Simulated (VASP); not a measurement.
# Zr (P6_3/mmc) in VASP: a series of runs

Runs on Zr. Level: PBE. Tasks: electric field gradients.

Everything below comes from runs of VASP 6.6.1. Logs are shortened: lines on timing, memory, paths and dates and some standing lists are left out, and cuts for length are marked.

### 1 The cell of the first run

The structure is hexagonal, space group P6_3/mmc (No. 194). Conventional cell: a = 3.195 Å, b = 3.195 Å, c = 5.102 Å, α = 90.00°, β = 90.00°, γ = 120.00°. Within 4.1 Å of Zr (site symmetry -6m2) lie 12 Zr at 3.15 to 3.20 Å.

### 2 Electric field gradients, PBE (volume scaled by 0.96)

The input, INCAR:

```
SYSTEM = Zr
PREC = Accurate
ENCUT = 520
EDIFF = 1E-8
ISMEAR = -1
SIGMA = 0.05
LREAL = .FALSE.
LASPH = .TRUE.
NELM = 80
ALGO = Normal
ISIF = 2
LWAVE = .FALSE.
LCHARG = .FALSE.
GGA = PE
LEFG = .TRUE.
NBANDS = 19
```

The input, KPOINTS:

```
regular mesh
0
G
  12 12 7
  0 0 0
```

The input, POSCAR:

```
Zr
1.0
    3.1954526490      0.0000000000      0.0000000000
   -1.5977263245      2.7673431706      0.0000000000
    0.0000000000      0.0000000000      5.1023165660
Zr
2
Direct
    0.3333333333      0.6666666667      0.2500000000
    0.6666666667      0.3333333333      0.7500000000
```

Potentials or basis: VASP PAW PBE potentials, release 64 (Zr_sv).

Run with:

```console
cat potpaw_PBE.64/Zr_sv/POTCAR > POTCAR
mpirun -np 1 vasp_std > vasp.out
```

OUTCAR:

```text
SYSTEM = Zr
   PREC = Accurate
   ENCUT = 520
   EDIFF = 1E-8
   ISMEAR = -1
   LREAL = .FALSE.
   LASPH = .TRUE.
   NELM = 80
   ISIF = 2
   GGA = PE

 ion  position               nearest neighbor table
   1  0.333  0.667  0.250-   2 3.15   2 3.15   2 3.15   2 3.15   2 3.15   2 3.15
   2  0.667  0.333  0.750-   1 3.15   1 3.15   1 3.15   1 3.15   1 3.15   1 3.15

  LATTYP: Found a hexagonal cell.
 ALAT       =     3.1954526490
 C/A-ratio  =     1.5967429740

  Lattice vectors:

 A1 = (   3.1954526490,   0.0000000000,   0.0000000000)
 A2 = (  -1.5977263245,   2.7673431706,   0.0000000000)
 A3 = (   0.0000000000,   0.0000000000,   5.1023165660)

Analysis of symmetry for initial positions (statically):
=====================================================================
 Subroutine PRICEL returns:
 Original cell was already a primitive cell.

 Routine SETGRP: Setting up the symmetry group for a
 hexagonal supercell.

 Subroutine GETGRP returns: Found 24 space group operations
 (whereof 12 operations were pure point group operations)
 out of a pool of 24 trial point group operations.

The static configuration has the point symmetry D_3d.
 The point group associated with its full space group is D_6h.

Analysis of symmetry for dynamics (positions and initial velocities):
=====================================================================
 Subroutine PRICEL returns:
 Original cell was already a primitive cell.

 Routine SETGRP: Setting up the symmetry group for a
 hexagonal supercell.

 Subroutine GETGRP returns: Found 24 space group operations
 (whereof 12 operations were pure point group operations)
 out of a pool of 24 trial point group operations.

The dynamic configuration has the point symmetry D_3d.
 The point group associated with its full space group is D_6h.

 Subroutine INISYM returns: Found 24 space group operations
 (whereof 12 operations are pure point group operations),
 and found     1 'primitive' translations

----------------------------------------------------------------------------------------

                                     Primitive cell
[... 123 lines left out ...]
  energy-cutoff  :      520.00
  volume of cell :       45.12
 maximum number of plane-waves:      1233
 NGX is ok and might be reduce to    24
   NGX = 11   NGY = 11   NGZ = 19

 number of electron      24.0000000 magnetization

 Free energy of the ion-electron system (eV)
  ---------------------------------------------------
  ext. energy  EPLUGINS =         0.00000000
  ---------------------------------------------------
  free energy    TOTEN  =       -17.02709825 eV

  energy without entropy =      -17.00834990  energy(sigma->0) =      -17.01772407

 E-fermi :   9.3531     XC(G=0): -11.2259

 val. band max:        9.3517640631   @ k =   0.1667   0.1667   0.4286
 cond. band min:       9.3551695290   @ k =   0.0833   0.0000   0.4286
 fundamental gap:      0.0034054659
 Fermi energy:         9.3531333839

 k-point     1 :       0.0000    0.0000    0.0000
  band No.  band energies     occupation
      1     -39.4288      2.00000
      2     -39.2545      2.00000
      3     -18.0066      2.00000
      4     -17.0485      2.00000
      5     -17.0485      2.00000
      6     -16.8996      2.00000
[... 505 lines left out ...]
      6     -17.2136      2.00000
[... 11 lines left out ...]
     18      13.2368      0.00000
     19      14.6124      0.00000

 [... further k-points ...]

------------------------ aborting loop because EDIFF is reached ----------------------------------------

  FORCE on cell =-STRESS in cart. coord.  units (eV):
  Direction    XX          YY          ZZ          XY          YZ          ZX
  --------------------------------------------------------------------------------------
  -------------------------------------------------------------------------------------
  Total        0.9718253      0.9718253      1.1428184      0.0000000     -0.0000000      0.0000000
  in kB       34.5092851     34.5092851     40.5812103      0.0000000     -0.0000000      0.0000000
  external PRESSURE =      36.5332601 kB  Pullay stress =       0.0000000 kB

 VOLUME and BASIS-vectors are now :
 -----------------------------------------------------------------------------
  energy-cutoff  :      520.00
  volume of cell :       45.12
      direct lattice vectors                 reciprocal lattice vectors
     3.195452649  0.000000000  0.000000000     0.312944709  0.180678712  0.000000000
    -1.597726324  2.767343171  0.000000000     0.000000000  0.361357424  0.000000000
     0.000000000  0.000000000  5.102316566     0.000000000  0.000000000  0.195989407

 POSITION                                       TOTAL-FORCE (eV/Angst)
 -----------------------------------------------------------------------------------
     -0.00000      1.84490      1.27558         0.000000     -0.000000      0.000000
      1.59773      0.92245      3.82674        -0.000000      0.000000      0.000000
 -----------------------------------------------------------------------------------
    total drift:                               -0.000000      0.000000     -0.000000

  FREE ENERGIE OF THE ION-ELECTRON SYSTEM (eV)
  ---------------------------------------------------
  free  energy   TOTEN  =       -17.0270982494 eV

  energy  without entropy=      -17.0083498971  energy(sigma->0) =      -17.01772407

 Electric field gradients (V/A^2)
---------------------------------------------------------------------
 ion       V_xx      V_yy      V_zz      V_xy      V_xz      V_yz
---------------------------------------------------------------------
   1     -20.932   -20.932    41.865     0.000     0.000    -0.000
   2     -20.932   -20.932    41.865     0.000    -0.000     0.000
---------------------------------------------------------------------

 Electric field gradients after diagonalization (V/A^2)
 (convention: |V_zz| > |V_xx| > |V_yy|)
----------------------------------------------------------------------
 ion       V_xx      V_yy      V_zz     asymmetry (V_yy - V_xx)/ V_zz
----------------------------------------------------------------------
   1     -20.932   -20.932    41.865       0.000
   2     -20.932   -20.932    41.865       0.000
----------------------------------------------------------------------

           NMR quadrupolar parameters

 Cq : quadrupolar parameter    Cq=e*Q*V_zz/h
 eta: asymmetry parameters     (V_yy - V_xx)/ V_zz
 Q  : nuclear electric quadrupole moment in mb (millibarn)
----------------------------------------------------------------------
 ion       Cq(MHz)       eta       Q (mb)
----------------------------------------------------------------------
   1       0.101       0.000       1.000
   2       0.101       0.000       1.000
----------------------------------------------------------------------
```

OSZICAR:

```text
N       E                     dE             d eps       ncg     rms          rms(c)
DAV:   1     0.212871856045E+03    0.21287E+03   -0.13234E+04  2888   0.125E+03
DAV:   2    -0.174758721233E+01   -0.21462E+03   -0.21039E+03  3321   0.367E+02
DAV:   3    -0.172874673613E+02   -0.15540E+02   -0.15402E+02  5185   0.715E+01
DAV:   4    -0.176833500435E+02   -0.39588E+00   -0.39537E+00  3495   0.116E+01
DAV:   5    -0.176939663182E+02   -0.10616E-01   -0.10614E-01  4259   0.136E+00    0.152E+01
DAV:   6    -0.171285376368E+02    0.56543E+00   -0.87857E-01  3120   0.720E+00    0.610E+00
DAV:   7    -0.170206384552E+02    0.10790E+00   -0.58184E-01  4165   0.512E+00    0.113E+00
DAV:   8    -0.170269709569E+02   -0.63325E-02   -0.36761E-02  3747   0.150E+00    0.232E-01
DAV:   9    -0.170271308283E+02   -0.15987E-03   -0.13584E-03  3794   0.323E-01    0.282E-02
DAV:  10    -0.170270962858E+02    0.34542E-04   -0.38869E-05  3857   0.394E-02    0.195E-02
DAV:  11    -0.170270986172E+02   -0.23314E-05   -0.75525E-06  3263   0.300E-02    0.213E-03
DAV:  12    -0.170270985707E+02    0.46505E-07   -0.24756E-07  4116   0.329E-03    0.197E-03
DAV:  13    -0.170270983085E+02    0.26221E-06   -0.36596E-08  3079   0.138E-03    0.636E-04
DAV:  14    -0.170270982540E+02    0.54494E-07   -0.43780E-09  1832   0.795E-04    0.149E-04
DAV:  15    -0.170270982494E+02    0.46448E-08   -0.63541E-10  1744   0.254E-04
   1 F= -.17027098E+02 E0= -.17017724E+02  d E =-.187484E-01
```

stdout:

```text
POSCAR found type information on POSCAR Zr
 POSCAR found :  1 types and       2 ions
 scaLAPACK will be used
 LDA part: xc-table for (Slater+PW92), standard interpolation
 POSCAR, INCAR and KPOINTS ok, starting setup
 FFT: planning ... GRIDC
 FFT: planning ... GRID_SOFT
 FFT: planning ... GRID
 WAVECAR not read
 entering main loop
ion   1

ion   2
```

Run time: 36 s. Hardware: 1 thread of Intel Xeon 6975P-C, shared host; peak memory 0.19 GiB.

What came out:

* Free energy: -17.0271 eV
* Pressure: 3.7 GPa
* Band gap on the k mesh: zero (band 12 reaches 10.22 eV, above the bottom of band 13 at 9.10 eV)

Electric field gradients, principal values (V/Å²):
```
atom    least   middle  greatest (by size)
1 Zr  -20.932  -20.932              41.865
2 Zr  -20.932  -20.932              41.865
```

Caveat: the cell differs from its parent crystal (volume scaled by 0.96); without QUAD_EFG the Cq values of the log hold for a quadrupole moment of 1 mb, not for the nuclei.

### 3 Electric field gradients, PBE (volume scaled by 0.98)

The input, INCAR:

```
  PREC = Accurate
  ENCUT = 520
  EDIFF = 1E-8
  ISMEAR = -1
  SIGMA = 0.05
  LREAL = F
  LASPH = T
  NELM = 60
  ALGO = Normal
  ISIF = 2
  LWAVE = F
  LCHARG = F
  GGA = PE
  LEFG = T
  NBANDS = 19
```

The input, KPOINTS:

```
Automatic mesh
0
Gamma
  12 12 7
```

The input, POSCAR:

```
Zr
1.0
    3.2174909499      0.0000000000      0.0000000000
   -1.6087454750      2.7864288991      0.0000000000
    0.0000000000      0.0000000000      5.1375060681
Zr
2
Direct
    0.3333333333      0.6666666667      0.2500000000
    0.6666666667      0.3333333333      0.7500000000
```

Potentials or basis: VASP PAW PBE potentials, release 64 (Zr_sv).

Run with:

```console
cat potpaw_PBE.64/Zr_sv/POTCAR > POTCAR
mpirun -np 1 vasp_std > vasp.out
```

OUTCAR:

```text
PREC = Accurate
   ENCUT = 520
   EDIFF = 1E-8
   ISMEAR = -1
   LREAL = F
   LASPH = T
   NELM = 60
   ISIF = 2
   GGA = PE

 ion  position               nearest neighbor table
   1  0.333  0.667  0.250-   2 3.17   2 3.17   2 3.17   2 3.17   2 3.17   2 3.17
   2  0.667  0.333  0.750-   1 3.17   1 3.17   1 3.17   1 3.17   1 3.17   1 3.17

  LATTYP: Found a hexagonal cell.
 ALAT       =     3.2174909499
 C/A-ratio  =     1.5967429740

  Lattice vectors:

[... 742 lines left out ...]

  FREE ENERGIE OF THE ION-ELECTRON SYSTEM (eV)
  ---------------------------------------------------
  free  energy   TOTEN  =       -17.0427012881 eV

  energy  without entropy=      -17.0237766344  energy(sigma->0) =      -17.03323896

 Electric field gradients (V/A^2)
---------------------------------------------------------------------
 ion       V_xx      V_yy      V_zz      V_xy      V_xz      V_yz
---------------------------------------------------------------------
   1     -20.027   -20.026    40.053     0.000     0.000    -0.000
   2     -20.027   -20.026    40.053     0.000    -0.000     0.000
---------------------------------------------------------------------

 Electric field gradients after diagonalization (V/A^2)
 (convention: |V_zz| > |V_xx| > |V_yy|)
----------------------------------------------------------------------
 ion       V_xx      V_yy      V_zz     asymmetry (V_yy - V_xx)/ V_zz
----------------------------------------------------------------------
   1     -20.027   -20.026    40.053       0.000
   2     -20.027   -20.026    40.053       0.000
----------------------------------------------------------------------

           NMR quadrupolar parameters

 Cq : quadrupolar parameter    Cq=e*Q*V_zz/h
 eta: asymmetry parameters     (V_yy - V_xx)/ V_zz
 Q  : nuclear electric quadrupole moment in mb (millibarn)
----------------------------------------------------------------------
 ion       Cq(MHz)       eta       Q (mb)
----------------------------------------------------------------------
   1       0.097       0.000       1.000
   2       0.097       0.000       1.000
----------------------------------------------------------------------
```

Wall time 39 s (1 thread of Intel Xeon 6975P-C, shared host); peak memory 0.19 GiB.

What came out:

| Property | Result |
| --- | --- |
| Free energy | -17.0427 eV |
| Pressure | 1.6 GPa |
| Band gap on the k mesh | zero (band 12 reaches 9.98 eV, above the bottom of band 13 at 8.87 eV) |

Electric field gradients, principal values (V/Å²):
| atom | least | middle | greatest (by size) |
| --- | --- | --- | --- |
| 1 Zr | -20.026 | -20.027 | 40.053 |
| 2 Zr | -20.026 | -20.027 | 40.053 |

Caveat: the cell differs from its parent crystal (volume scaled by 0.98); without QUAD_EFG the Cq values of the log hold for a quadrupole moment of 1 mb, not for the nuclei.

### 4 Electric field gradients, PBE

This run uses another cell than the first one, of 23.50 Å³/atom, 1.042 times its volume.

The input, INCAR:

```
SYSTEM = Zr
ALGO = Normal
EDIFF = 1E-8
ENCUT = 520
GGA = PE
ISIF = 2
ISMEAR = -1
LASPH = .True.
LCHARG = .False.
LEFG = .True.
LREAL = .False.
LWAVE = .False.
NBANDS = 19
NELM = 60
PREC = Accurate
SIGMA = 0.05
```

The input, KPOINTS:

```
k-points
0
Gamma
  12 12 7
  0 0 0
```

The input, POSCAR:

```
Zr
1.0
    3.2392314131      0.0000000000      0.0000000000
   -1.6196157066      2.8052566925      0.0000000000
    0.0000000000      0.0000000000      5.1722200000
Zr
2
Direct
    0.3333333333      0.6666666667      0.2500000000
    0.6666666667      0.3333333333      0.7500000000
```

Potentials or basis: VASP PAW PBE potentials, release 64 (Zr_sv).

Run with:

```console
cat potpaw_PBE.64/Zr_sv/POTCAR > POTCAR
mpirun -np 1 vasp_std > vasp.out
```

OUTCAR:

```text
SYSTEM = Zr
   EDIFF = 1E-8
   ENCUT = 520
   GGA = PE
   ISIF = 2
   ISMEAR = -1
   LASPH = .True.
   LREAL = .False.
   NELM = 60
   PREC = Accurate

 ion  position               nearest neighbor table
   1  0.333  0.667  0.250-   2 3.19   2 3.19   2 3.19   2 3.19   2 3.19   2 3.19
   2  0.667  0.333  0.750-   1 3.19   1 3.19   1 3.19   1 3.19   1 3.19   1 3.19

  LATTYP: Found a hexagonal cell.
 ALAT       =     3.2392314131
 C/A-ratio  =     1.5967429740

  Lattice vectors:

 A1 = (   3.2392314131,   0.0000000000,   0.0000000000)
 A2 = (  -1.6196157066,   2.8052566925,   0.0000000000)
[... 742 lines left out ...]
  free  energy   TOTEN  =       -17.0464911872 eV

  energy  without entropy=      -17.0274361003  energy(sigma->0) =      -17.03696364

 Electric field gradients (V/A^2)
---------------------------------------------------------------------
 ion       V_xx      V_yy      V_zz      V_xy      V_xz      V_yz
---------------------------------------------------------------------
   1     -19.225   -19.225    38.450     0.000    -0.000     0.000
   2     -19.225   -19.225    38.450     0.000     0.000    -0.000
---------------------------------------------------------------------

 Electric field gradients after diagonalization (V/A^2)
 (convention: |V_zz| > |V_xx| > |V_yy|)
----------------------------------------------------------------------
 ion       V_xx      V_yy      V_zz     asymmetry (V_yy - V_xx)/ V_zz
----------------------------------------------------------------------
   1     -19.225   -19.225    38.450       0.000
   2     -19.225   -19.225    38.450       0.000
----------------------------------------------------------------------

           NMR quadrupolar parameters

 Cq : quadrupolar parameter    Cq=e*Q*V_zz/h
 eta: asymmetry parameters     (V_yy - V_xx)/ V_zz
 Q  : nuclear electric quadrupole moment in mb (millibarn)
----------------------------------------------------------------------
 ion       Cq(MHz)       eta       Q (mb)
----------------------------------------------------------------------
   1       0.093       0.000       1.000
   2       0.093       0.000       1.000
----------------------------------------------------------------------
```

stdout:

```text
POSCAR found type information on POSCAR Zr
 POSCAR found :  1 types and       2 ions
 scaLAPACK will be used
 LDA part: xc-table for (Slater+PW92), standard interpolation
 POSCAR, INCAR and KPOINTS ok, starting setup
 FFT: planning ... GRIDC
 FFT: planning ... GRID_SOFT
 FFT: planning ... GRID
 WAVECAR not read
 entering main loop
ion   1

ion   2
```

Wall time 37 s (1 thread of Intel Xeon 6975P-C, shared host); peak memory 0.19 GiB.

Results:

| Property | Result |
| --- | --- |
| Free energy | -17.0465 eV |
| Pressure | -0.4 GPa |
| Band gap on the k mesh | zero (band 12 reaches 9.76 eV, above the bottom of band 13 at 8.65 eV) |

Electric field gradients, principal values (V/Å²):
```tsv
atom	least	middle	greatest (by size)
1 Zr	-19.225	-19.225	38.450
2 Zr	-19.225	-19.225	38.450
```

Caveat: without QUAD_EFG the Cq values of the log hold for a quadrupole moment of 1 mb, not for the nuclei.

[end of part 1 of 2]
